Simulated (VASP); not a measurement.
Crystal: BaTiO3.

```
Ba Ti O
1.0
     4.03404    0.00000    0.00000
     0.00000    4.03404    0.00000
     0.00000    0.00000    3.96614
Ba Ti O
1 1 3
Cartesian
  0.0000 0.0000 0.0000
  2.0170 2.0170 1.9831
  2.0170 2.0170 0.0000
  2.0170 0.0000 1.9831
  0.0000 2.0170 1.9831
```

This cell differs from its parent crystal: epitaxial xy strain +1.0%.

Base run:

| Property | Result |
| --- | --- |
| Program | VASP 6.6.1 |
| Functional | r2SCAN |
| Potentials or basis | VASP PAW PBE potentials, release 64 (Ba_sv, Ti_sv, O) |
| Cutoff | 520 eV |
| k mesh | 6 × 6 × 6 |
| Occupations | gaussian, width 0.01 eV |
| Spin | no spin polarisation |

Its results: band gap on the k mesh 2.08 eV (least direct gap 2.25 eV); pressure -0.3 GPa.

Task: The run is repeated on the same cell with these changes: functional from r2SCAN to PBE; occupations from gaussian, width 0.01 eV to fermi-dirac, width 0.02 eV. What comes out?

Result: Band gap on the k mesh 1.70 eV (least direct gap 1.85 eV); pressure 2.8 GPa.

Caveats: spin-orbit coupling is left out, which moves the levels of the heavy elements; the PAW data sets were made with another functional, which shifts forces and pressure a little (at least some runs).

A k mesh can miss the band edges.
